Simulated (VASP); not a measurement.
# Se (R-3m) in VASP: a series of runs

The runs below take Se through single point, relaxation of cell and atoms, with PBEsol.

Program: VASP 6.6.1. These are calculated values, not measurements. Logs are shortened: lines on timing, memory, paths and dates and some standing lists are left out, and cuts for length are marked.

## Step 1: The cell of the first run

The structure is trigonal, space group R-3m (No. 166). The conventional cell has a = 2.370 Å, b = 2.370 Å, c = 5.776 Å, α = 90.00°, β = 90.00°, γ = 120.00°. Within 3.1 Å of Se (site symmetry -3m) lie 12 Se at 2.36 to 2.37 Å.

This isn't the form of Se at room conditions, which is trigonal, of chains.

## Step 2: Single point, PBEsol

File INCAR:

```
PREC = Accurate
ENCUT = 520
EDIFF = 1E-7
ISMEAR = -1
SIGMA = 0.08
LREAL = False
LASPH = True
NELM = 60
ALGO = Normal
ISIF = 2
LWAVE = False
LCHARG = False
GGA = PS
NBANDS = 13
```

File KPOINTS:

```
regular mesh
0
Gamma
  15 15 15
```

File POSCAR:

```
Se
1.0
    1.1848900215     -0.6840965729      3.8507315235
    0.0000000000      1.3681931457      3.8507315236
   -1.1848900215     -0.6840965729      3.8507315235
Se
2
Direct
    0.2499999860      0.2499999860      0.2499999860
   -0.2499999860     -0.2499999860     -0.2499999860
```

Potentials or basis: VASP PAW PBE potentials, release 64 (Se).

The run is started by

```
$ cat potpaw_PBE.64/Se/POTCAR > POTCAR
$ mpirun -np 1 vasp_std > vasp.out
```

OUTCAR:

```text
PREC = Accurate
   ENCUT = 520
   EDIFF = 1E-7
   ISMEAR = -1
   LREAL = False
   LASPH = True
   NELM = 60
   ISIF = 2
   GGA = PS

 ion  position               nearest neighbor table
   1  0.250  0.250  0.250-   2 2.36   2 2.36   2 2.36   2 2.36   2 2.36   2 2.36
   2  0.750  0.750  0.750-   1 2.36   1 2.36   1 2.36   1 2.36   1 2.36   1 2.36

  LATTYP: Found a trigonal (rhomboedric) cell.
 ALAT       =     4.0865738401
 COS(alpha) =     0.8318614187

  Lattice vectors:

 A1 = (   1.1848900215,  -0.6840965729,   3.8507315235)
 A2 = (   0.0000000000,   1.3681931457,   3.8507315236)
 A3 = (  -1.1848900215,  -0.6840965729,   3.8507315235)

Analysis of symmetry for initial positions (statically):
=====================================================================
 Subroutine PRICEL returns following result:

  LATTYP: Found a trigonal (rhomboedric) cell.
 ALAT       =     2.3619874164
 COS(alpha) =     0.4966953756

  Lattice vectors:

 A1 = (  -1.1848900215,  -0.6840965729,  -1.9253654383)
 A2 = (   0.0000000000,   1.3681931457,  -1.9253654382)
 A3 = (   1.1848900215,  -0.6840965728,  -1.9253660853)

   2 primitive cells build up your supercell.

 Routine SETGRP: Setting up the symmetry group for a
 trigonal (rhombohedral) supercell.

 Subroutine GETGRP returns: Found 12 space group operations
 (whereof 12 operations were pure point group operations)
 out of a pool of 12 trial point group operations.

The static configuration has the point symmetry D_3d.

Analysis of symmetry for dynamics (positions and initial velocities):
=====================================================================
 Subroutine PRICEL returns following result:

  LATTYP: Found a trigonal (rhomboedric) cell.
 ALAT       =     2.3619874164
 COS(alpha) =     0.4966953756

  Lattice vectors:

 A1 = (  -1.1848900215,  -0.6840965729,  -1.9253654383)
 A2 = (   0.0000000000,   1.3681931457,  -1.9253654382)
 A3 = (   1.1848900215,  -0.6840965728,  -1.9253660853)

   2 primitive cells build up your supercell.

 Routine SETGRP: Setting up the symmetry group for a
 trigonal (rhombohedral) supercell.

 Subroutine GETGRP returns: Found 12 space group operations
 (whereof 12 operations were pure point group operations)
 out of a pool of 12 trial point group operations.

The dynamic configuration has the point symmetry D_3d.

 Subroutine INISYM returns: Found 12 space group operations
 (whereof 12 operations are pure point group operations),
[... 95 lines left out ...]
   LREAL  =      F    real-space projection
   EDIFFG = 0.1E-05   stopping-criterion for IOM
   NSW    =      0    number of steps for IOM
   IBRION =     -1    ionic relax: 0-MD 1-quasi-New 2-CG
   NFREE  =      0    steps in history (QN), initial steepest desc. (CG)
   ISIF   =      2    stress and relaxation
   ISYM   =      2    0-nonsym 1-usesym 2-fastsym
   POTIM  = 0.5000    time-step for ionic-motion
   TEBEG  =    0.0;   TEEND  =   0.0 temperature during run
   PSTRESS=    0.0 pullay stress
   NELECT =      12.0000    total number of electrons
   NUPDOWN=      -1.0000    fix difference up-down
   EMIN   =  10.00;   EMAX   =-10.00  energy-range for DOS
   EFERMI =   0.00;   METHOD = LEGACY
   ISMEAR =    -1;   SIGMA  =   0.08  broadening in eV -4-tet -1-fermi 0-gaus
   EFERMI_NEDOS =   21; number of points for ismear=-14 and -15
   IALGO  =     38    algorithm
   IMIX   =      4    mixing-type and parameters
     AMIX     =   0.40;   BMIX     =  1.00
     AMIX_MAG =   1.60;   BMIX_MAG =  1.00
  volume/ion in A,a.u.               =       9.36        63.19
  Fermi-wavevector in a.u.,A,eV,Ry     =   1.411363  2.667089 27.102048  1.991944
  Thomas-Fermi vector in A             =   2.533222
   LORBIT       =      0    0 simple, 1 ext, 2 COOP (PROOUT), +10 PAW based schemes
   GGA     = PS    functional components
   LHFCALC =     F    Hartree Fock is set to
   AEXX    =    0.0000 exact exchange contribution
   IVDW    =     0    specifies the selected vdW correction
   LEPSILON=     F    determine dielectric tensor
   LRPA    =     F    only Hartree local field effects (RPA)
 non-spin polarized calculation
  energy-cutoff  :      520.00
  volume of cell :       18.73
 maximum number of plane-waves:       525
   NGX = 15   NGY = 15   NGZ = 15

 number of electron      12.0000001 magnetization

 Free energy of the ion-electron system (eV)
  ---------------------------------------------------
  ext. energy  EPLUGINS =         0.00000000
  ---------------------------------------------------
  free energy    TOTEN  =         3.05776119 eV

  energy without entropy =        3.07463847  energy(sigma->0) =        3.06619983

 E-fermi :  18.3932     XC(G=0): -14.4921

 val. band max:       18.3824498450   @ k =  -0.4000   0.2667   0.2667
 cond. band min:      18.3998255284   @ k =  -0.1333   0.2667   0.1333
 fundamental gap:      0.0173756834
 Fermi energy:        18.3932184420

 k-point     1 :       0.0000    0.0000    0.0000
  band No.  band energies     occupation
      1      -8.2949      2.00000
      2       1.2863      2.00000
      3       2.7695      2.00000
      4      24.0731      0.00000
      5      24.0731      0.00000
      6      27.9930      0.00000
      7      27.9930      0.00000
      8      28.2182      0.00000
      9      30.4471      0.00000
     10      30.4471      0.00000
     11      32.3248      0.00000
     12      32.3248      0.00000
     13      32.5600      0.00000
[... 354 lines left out ...]
  band No.  band energies     occupation
      1      -7.0462      2.00000
      2       0.8530      2.00000
      3       5.6485      2.00000
      4      17.8952      1.99605
      5      19.6296      0.00000
      6      19.6802      0.00000
      7      24.0968      0.00000
      8      27.2404      0.00000
      9      27.5590      0.00000
     10      31.5992      0.00000
     11      33.6129      0.00000
     12      34.2519      0.00000
     13      35.7885      0.00000

 [... further k-points ...]
[... 5 lines left out ...]
  --------------------------------------------------------------------------------------
  -------------------------------------------------------------------------------------
  Total       34.6920220     34.6920220     34.7015200      0.0000000      0.0000000      0.0000000
  in kB     2967.9067267   2967.9067267   2968.7192779      0.0000000      0.0000001      0.0000000
  external PRESSURE =    2968.1775771 kB  Pullay stress =       0.0000000 kB

 VOLUME and BASIS-vectors are now :
 -----------------------------------------------------------------------------
  energy-cutoff  :      520.00
  volume of cell :       18.73
      direct lattice vectors                 reciprocal lattice vectors
     1.184890022 -0.684096573  3.850731523     0.421980092 -0.243630320  0.086563639
     0.000000000  1.368193146  3.850731524     0.000000000  0.487260639  0.086563639
    -1.184890022 -0.684096573  3.850731523    -0.421980092 -0.243630320  0.086563639

 POSITION                                       TOTAL-FORCE (eV/Angst)
 -----------------------------------------------------------------------------------
      0.00000     -0.00000      2.88805         0.000000      0.000000      0.000000
      0.00000     -0.00000      8.66415         0.000000      0.000000     -0.000000
 -----------------------------------------------------------------------------------
    total drift:                                0.000000      0.000000     -0.000000

  FREE ENERGIE OF THE ION-ELECTRON SYSTEM (eV)
  ---------------------------------------------------
  free  energy   TOTEN  =         3.0577611948 eV

  energy  without entropy=        3.0746384689  energy(sigma->0) =        3.06619983
```

OSZICAR:

```text
N       E                     dE             d eps       ncg     rms          rms(c)
DAV:   1     0.537518700168E+02    0.53752E+02   -0.61430E+03  8960   0.873E+02
DAV:   2     0.449488074963E+01   -0.49257E+02   -0.46189E+02 12070   0.160E+02
DAV:   3     0.291192442810E+01   -0.15830E+01   -0.15740E+01 11244   0.276E+01
DAV:   4     0.290968903241E+01   -0.22354E-02   -0.22351E-02 10692   0.117E+00
DAV:   5     0.290968771505E+01   -0.13174E-05   -0.13161E-05 11182   0.273E-02    0.207E+01
DAV:   6     0.300477014254E+01    0.95082E-01   -0.57707E-03 10473   0.598E-01    0.125E+01
DAV:   7     0.305764568156E+01    0.52876E-01   -0.11697E-02 10446   0.892E-01    0.111E-01
DAV:   8     0.305774542908E+01    0.99748E-04   -0.11589E-04 11086   0.732E-02    0.485E-02
DAV:   9     0.305775980667E+01    0.14378E-04   -0.19290E-05 10826   0.273E-02    0.126E-02
DAV:  10     0.305776135860E+01    0.15519E-05   -0.17143E-07 10539   0.418E-03    0.706E-03
DAV:  11     0.305776121746E+01   -0.14114E-06   -0.12621E-08  6372   0.782E-04    0.404E-04
DAV:  12     0.305776119477E+01   -0.22693E-07   -0.49420E-10  5912   0.170E-04
   1 F= 0.30577612E+01 E0= 0.30661998E+01  d E =-.168773E-01
```

Wall time 4.5 min (1 thread of Intel Xeon 8259CL, shared host); peak memory 0.22 GiB.

What came out:

| Quantity | Value |
| --- | --- |
| Free energy | 3.0578 eV |
| Pressure | 296.8 GPa |
| Band gap on the k mesh | zero (bands 6 and 7 overlap by 16.56 eV) |

Levels at points of the mesh, in eV from the Fermi level:
```csv
k point,band 2,band 3,band 4,band 5,band 6,band 7,band 8,band 9,band 10,band 11
"(0.00, 0.00, 0.00)",-17.11,-15.62,5.68,5.68,9.60,9.60,9.82,12.05,12.05,13.93
```

Caveat: the cell stands under pressure; the PAW data sets were made with another functional, which shifts forces and pressure a little.

## Step 3: Single point, PBEsol

File INCAR:

```
SYSTEM = Se
PREC = Accurate ; ENCUT = 520
EDIFF = 1E-6 ; ISMEAR = -1
SIGMA = 0.08 ; LREAL = .False.
LASPH = .True. ; NELM = 80
ALGO = Normal ; ISIF = 2
LWAVE = .False. ; LCHARG = .False.
GGA = PS ; NBANDS = 13
```

File KPOINTS:

```
Automatic mesh
0
Gamma
  15 15 15
  0 0 0
```

File POSCAR:

```
Se
1.0
    1.1850267856     -0.6841755338      3.8509001687
    0.0000000000      1.3683510673      3.8509001687
   -1.1850267856     -0.6841755338      3.8509001687
Se
2
Direct
    0.2500000000      0.2500000000      0.2500000000
   -0.2500000000     -0.2500000000     -0.2500000000
```

Potentials or basis: VASP PAW PBE potentials, release 64 (Se).

The run is started by

```
$ cat potpaw_PBE.64/Se/POTCAR > POTCAR
$ mpirun -np 1 vasp_std > vasp.out
```

It took 4.2 min on 1 thread of Intel Xeon 8259CL, shared host; peak memory 0.23 GiB.

The run converged. Its results:

```yaml
Free_energy: 3.0482 eV
Pressure: 296.5 GPa
Band_gap_on_the_k_mesh: zero (bands 6 and 7 overlap by 16.55 eV)
```

Stress tensor (GPa, compression positive):
```
296.49   0.00   0.00
  0.00 296.49   0.00
  0.00   0.00 296.60
```

Levels at points of the mesh, in eV from the Fermi level:
| k point | band 4 | band 5 | band 6 | band 7 | band 8 | band 9 |
| --- | --- | --- | --- | --- | --- | --- |
| (0.00, 0.00, 0.00) | 5.68 | 5.68 | 9.60 | 9.60 | 9.82 | 12.05 |

Caveat: the cell stands under pressure; the PAW data sets were made with another functional, which shifts forces and pressure a little.

## Step 4: Relaxation of cell and atoms, PBEsol, target pressure 290 GPa, at which the enthalpy is minimised

File INCAR:

```
SYSTEM = Se
  ALGO = Normal
  EDIFF = 1E-6
  EDIFFG = -0.005
  ENCUT = 600
  GGA = PS
  IBRION = 2
  ISIF = 3
  ISMEAR = -1
  LASPH = .True.
  LCHARG = .False.
  LREAL = .False.
  LWAVE = .False.
  NELM = 100
  NSW = 32
  PREC = Accurate
  PSTRESS = 2900.0
  SIGMA = 0.08
```

File KPOINTS:

```
k-points
0
Gamma
  15 15 15
  0 0 0
```

File POSCAR:

```
Se
1.0
    1.1848900215     -0.6840965729      3.8507315235
    0.0000000000      1.3681931457      3.8507315236
   -1.1848900215     -0.6840965729      3.8507315235
Se
2
Direct
    0.2499999860      0.2499999860      0.2499999860
   -0.2499999860     -0.2499999860     -0.2499999860
```

The run is started by

```
$ cat potpaw_PBE.64/Se/POTCAR > POTCAR
$ mpirun -np 1 vasp_std > vasp.out
```

It took 11 min on 1 thread of Intel Xeon 8259CL, shared host; peak memory 0.27 GiB.

It converged, with:

* Free energy: 2.8349 eV
* Relaxed volume: 9.42 Å³/atom
* Relaxed cell: a = 4.095 Å, b = 4.095 Å, c = 4.095 Å, α = 33.71°, β = 33.71°, γ = 33.71°
* Space group after relaxing (to 0.1 Å): Fm-3m (No. 225)
* Energy change on relaxing (the run minimises the enthalpy): -110.7 meV/atom
* Ionic steps: 4
* Pressure after relaxing: 290.0 GPa
* Band gap on the k mesh: zero (bands 6 and 7 overlap by 16.45 eV)

Step by step:
```csv
step,energy change (eV),largest force (eV/Å),pressure (GPa),volume (Å³)
1,0.0000,0.0000,296.78,18.73
2,-1.8315,0.0000,241.35,19.82
3,-0.2276,0.0000,289.81,18.85
4,-0.2215,0.0000,289.98,18.85
```

Final structure:
```xyz
2
Lattice="1.1874 -0.6856 3.8591 0.0000 1.3711 3.8591 -1.1874 -0.6856 3.8591" Properties=species:S:1:pos:R:3 pbc="T T T"
Se    0.0000    0.0000    2.8943
Se    0.0000    0.0000    8.6829
```

Levels at points of the mesh, in eV from the Fermi level:
| k point | band 2 | band 3 | band 4 | band 5 | band 6 | band 7 | band 8 | band 9 | band 10 |
| --- | --- | --- | --- | --- | --- | --- | --- | --- | --- |
| (0.00, 0.00, 0.00) | -17.05 | -15.53 | 5.63 | 5.63 | 9.52 | 9.52 | 9.74 | 12.04 | 12.04 |

Caveat: the cell is relaxed towards a set pressure, so the run minimises the enthalpy, not the energy; the PAW data sets were made with another functional, which shifts forces and pressure a little.
